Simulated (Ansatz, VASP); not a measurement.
# PbS: VASP beside Ansatz

```
Pb S
1.0
     0.00000    2.96575    2.96575
     2.96575    0.00000    2.96575
     2.96575    2.96575    0.00000
Pb S
1 1
Cartesian
  0.0000 0.0000 0.0000
  2.9657 2.9657 2.9657
```

Alike in both runs: functional BLYP; k mesh 8 × 8 × 8; occupations fermi-dirac, width 0.05 eV; no spin polarisation.

|  | VASP | Ansatz |
| --- | --- | --- |
| version | VASP 6.6.1 | Ansatz 0.2.0 |
| potentials or method | VASP PAW PBE potentials, release 64 (Pb_d, S) | Ansatz PAW |
| plane-wave cutoff (eV) | 520 | 420 |
| valence electrons in the cell | 20 | 20 |
| task | single point | band structure |

|  | VASP | Ansatz | Ansatz less VASP |
| --- | --- | --- | --- |
| gap on the k mesh at the Fermi level (eV) | 0.48 | 0.50 | +0.018 |
| least direct gap on the mesh (eV) | 0.48 | 0.50 | +0.018 |
| pressure (GPa) | 6.0 | 5.9 | -0.07 |

VASP's potentials were made for PBE, not for BLYP. The functional is the same, so the differences come from potentials, cutoffs and numerics.

Neither program's run includes spin-orbit coupling.
